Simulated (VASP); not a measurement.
Here is a VASP 6.6.1 calculation.

The input INCAR:

```
SYSTEM = ZnSe
PREC = Accurate
ENCUT = 520
EDIFF = 1E-6
ISMEAR = 0
SIGMA = 0.05
LREAL = .FALSE.
LASPH = .TRUE.
NELM = 100
ALGO = Normal
ISIF = 2
LWAVE = .FALSE.
LCHARG = .FALSE.
LDIPOL = .TRUE.
IDIPOL = 3
DIPOL = 0.5 0.5 0.500
NBANDS = 66
```

File KPOINTS:

```
Automatic mesh
0
G
  7 5 1
  0 0 0
```

File POSCAR:

```
ZnSe
1.0
    3.9368363058      0.0000000000      0.0000000000
    0.0000000000      5.5675272965      0.0000000000
    0.0000000000      0.0000000000     24.8420907645
Zn Se
6 6
Direct
    0.5000000000      0.5576846689      0.3217029465
    0.0000000000     -0.0191450090      0.3769343808
    0.5000000000      0.4859602691      0.4621703597
    0.0000000000     -0.0140395766      0.5378296242
    0.5000000000      0.4808550021      0.6230656776
    0.0000000000      0.0576846258      0.6782970312
    0.0000000000      0.7552831222      0.2948639561
    0.5000000000      0.2326406603      0.3827077777
    0.0000000000      0.7375762863      0.4588042145
    0.5000000000      0.2375763710      0.5411958116
    0.0000000000      0.7326406704      0.6172921383
    0.5000000000      0.2552829094      0.7051360817
```

Potentials or basis: VASP PAW LDA potentials, release 64 (Zn, Se).

Command:

```console
$ cat potpaw_LDA.64/Zn/POTCAR potpaw_LDA.64/Se/POTCAR > POTCAR
$ mpirun -np 1 vasp_std > vasp.out
```

(1) Predict the band gap on the k mesh.

(2) Estimate the largest force.

Answers

(1) 1.72 eV.

(2) 0.044 eV/Å.
